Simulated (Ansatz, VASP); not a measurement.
**NaTaO: VASP beside Ansatz**

```
CELL_PARAMETERS angstrom
2.72042 -2.72147 0.00000
2.72042 2.72147 0.00000
0.00000 0.00000 3.88975
ATOMIC_POSITIONS crystal
Na 0.50000 0.50000 0.00000
Ta 0.00000 0.00000 0.00000
O 0.50000 0.50000 0.50000
```

Alike in both runs: functional PBE; k mesh 5 × 5 × 6; occupations gaussian, width 0.2 eV; no spin polarisation.

Ansatz relaxed the structure, and its values are those at the end. VASP's run is a single point on that final structure, the one shown.

```csv
,VASP,Ansatz
version,VASP 6.6.1,Ansatz 0.2.0
potentials or method,"VASP PAW PBE potentials, release 64 (Na_pv, Ta_pv, O), cutoff 600 eV","scalar-relativistic, plane waves, PAW"
valence electrons in the cell,24,28
```

|  | VASP | Ansatz | Ansatz less VASP |
| --- | --- | --- | --- |
| gap on the k mesh at the Fermi level (eV) | none | none | - |
| pressure (GPa) | 0.4 | 0.1 | -0.25 |

A gap of «none» marks a metal or a gap that the smearing closes. VASP's potentials hold 24 valence electrons a cell and Ansatz's 28, so a difference there can come from the potentials and not from the codes.

Spin-orbit coupling is off throughout.
